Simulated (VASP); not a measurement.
**AgBr: single point with r2SCAN**

Crystal: AgBr.

```
Ag Br
1.0
     2.82359    2.82359    0.00000
    -2.82359    2.82359    0.00000
     0.00000    2.82359    2.82359
Ag Br
1 1
Direct
  0.00000 0.00000 0.00000
  0.50000 0.50000 0.00000
```

```json
{
  "Program": "VASP 6.6.1",
  "Task": "single point",
  "Functional": "r2SCAN",
  "Potentials or basis": "VASP PAW PBE potentials, release 64 (Ag, Br)",
  "Cutoff": "550 eV",
  "k mesh": "8 × 8 × 8",
  "Occupations": "gaussian, width 0.01 eV",
  "Spin": "no spin polarisation"
}
```

The pressure is 3.9 GPa and the band gap on the k mesh is 1.26 eV, indirect (least direct gap 3.48 eV).

Levels at points of the mesh, in eV from the valence-band top:
```tsv
k point	band 7	band 8	band 9	band 10	band 11	band 12
(0.00, 0.00, 0.00)	-2.22	-2.22	-2.22	1.26	10.40	10.40
(0.50, 0.00, 0.00)	-2.29	0.00	0.00	4.10	7.26	7.26
(0.50, 0.50, 0.00)	-2.55	-2.55	-2.38	2.03	7.33	9.94
```

Wall time 44 s on 1 thread of AMD EPYC 9R45 96-Core Processor (Zen 5) (shared host), peak memory 0.16 GiB.

Caveat: the PAW data sets were made with another functional, which shifts forces and pressure a little. A k mesh can miss the band edges.
